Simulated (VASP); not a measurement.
Input of a VASP 6.6.1 run:

File INCAR:

```
PREC = Accurate
ENCUT = 520
EDIFF = 1E-6
ISMEAR = 0
SIGMA = 0.05
LREAL = F
LASPH = T
NELM = 80
ALGO = Normal
ISIF = 2
LWAVE = F
LCHARG = F
GGA = PE
IVDW = 12
NBANDS = 64
```

Contents of KPOINTS:

```
regular mesh
0
Gamma
  6 6 6
```

POSCAR

```
SnO2
1.0
    3.2373377715      1.8690778339      4.2908446674
   -3.2373377715      1.8690778339      4.2908446674
    0.0000000000     -3.7381556677      4.2908446674
Sn O
4 8
Direct
    0.8671950154      0.8635708790      0.8635708791
    0.3671810116      0.3636018439      0.8635808039
    0.3671810116      0.8635808037      0.3636018440
    0.8671970496      0.3635924504      0.3635924506
    0.1369043045      0.6133363133      0.6133362908
    0.6368366146      0.1133359255      0.6133281588
    0.6368366146      0.6133281813      0.1133359029
    0.5749266009      0.6251427088      0.6251427301
    0.1368805288      0.1133400759      0.1133400534
    0.0748588994      0.1251740834      0.6251325595
    0.0748588994      0.6251325382      0.1251741047
    0.5749242835      0.1251427816      0.1251428030
```

Potentials or basis: VASP PAW PBE potentials, release 64 (Sn_d, O).

Command:

```console
$ cat potpaw_PBE.64/Sn_d/POTCAR potpaw_PBE.64/O/POTCAR > POTCAR
$ mpirun -np 1 vasp_std > vasp.out
```

**Question.** What does it give for the largest force?

**Answer.** 1.880 eV/Å.

**Question.** What does it give for the dispersion energy per atom?

**Answer.** -0.201 eV.

**Question.** Estimate the band gap on the k mesh.

**Answer.** 1.43 eV.

Stress tensor (GPa, compression positive):
```
 2.21 -1.29  9.88
-1.29  3.69  5.70
 9.88  5.70  3.78
```

Caveat: the cell differs from its parent crystal (atoms displaced along a vibrational mode); the cell stands under pressure; spin-orbit coupling is left out, which moves the levels of the heavy elements; forces of over 1 eV/Å act on the atoms, so gaps and moduli don't describe the material at rest. A k mesh can miss the band edges.
